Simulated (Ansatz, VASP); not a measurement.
# Two plane-wave programs on SiTe

INCAR

```
ALGO = Normal ; EDIFF = 1E-6
EDIFFG = -0.01 ; ENCUT = 600
GGA = PS ; IBRION = 2
ISIF = 3 ; ISMEAR = -1
IVDW = 13 ; LASPH = True
LCHARG = False ; LREAL = False
LWAVE = False ; NELM = 80
NSW = 60 ; PREC = Accurate
SIGMA = 0.05
```

File KPOINTS:

```
k-points
0
Gamma
  8 8 6
```

POSCAR

```
SiTe
1.0
    3.7143358800      0.0000000000      0.0000000000
   -1.8571679400      3.2167092300      0.0000000000
    0.0000000000      0.0000000000      4.9763725600
Si Te
1 1
Direct
    0.0000000000      0.0000000000      0.5000000000
    0.0000000000      0.0000000000      0.0000000000
```

The input input.yaml:

```yaml
crystal:
  lattice:
    - [3.71433588, 0.0, 0.0]
    - [-1.85716794, 3.21670923, 0.0]
    - [0.0, 0.0, 4.97637256]
  atoms:
    - { symbol: Si, position: [0.0, 0.0, 0.5] }
    - { symbol: Te, position: [0.0, 0.0, 0.0] }
hamiltonian:
  xc: pbesol
  pseudopotentials: { kind: paw }
  dispersion: d4
kpoints:
  mp_grid: { grid: [8, 8, 6] }
scf:
  occupations: { method: fermi_dirac, width: 0.05 }
output:
  forces: true
  stress: true
  eigenvalues: true
relax:
  f_tol: 0.01
  max_steps: 40
  cell: { stress_tol: 0.05 }
```

Alike in both runs: task relaxation of cell and atoms; functional PBEsol; dispersion D4; k mesh 8 × 8 × 6; occupations fermi-dirac, width 0.05 eV; no spin polarisation.

```csv
,VASP,Ansatz
version,VASP 6.6.1,Ansatz 0.2.0
potentials or method,"VASP PAW PBE potentials, release 64 (Si, Te)",Ansatz PAW
plane-wave cutoff (eV),600,420
valence electrons in the cell,10,20
```

|  | VASP | Ansatz | Ansatz less VASP |
| --- | --- | --- | --- |
| gap on the k mesh at the Fermi level, each at its own relaxed structure (eV) | none | none | - |
| relaxed volume (Å³/atom) | 22.72 | 22.69 | -0.030 |
| relaxed cell length with the largest relative difference (Å) | 5.446 | 5.441 | -0.0043 |

VASP's potentials were made for PBE, not for PBEsol. A gap of «none» marks a metal or a gap that the smearing closes. VASP's potentials hold 10 valence electrons a cell and Ansatz's 20, so a difference there can come from the potentials and not from the codes.

Spin-orbit coupling is off throughout. Noted on VASP's run: the volume moved by over 15 % at a fixed basis, so the end points are rough. Noted on Ansatz's run: the volume moved by over 15 % at a fixed basis, so the end points are rough; the plane-wave basis is chosen anew once the cell has moved, so the energies of steps on either side of that aren't comparable.
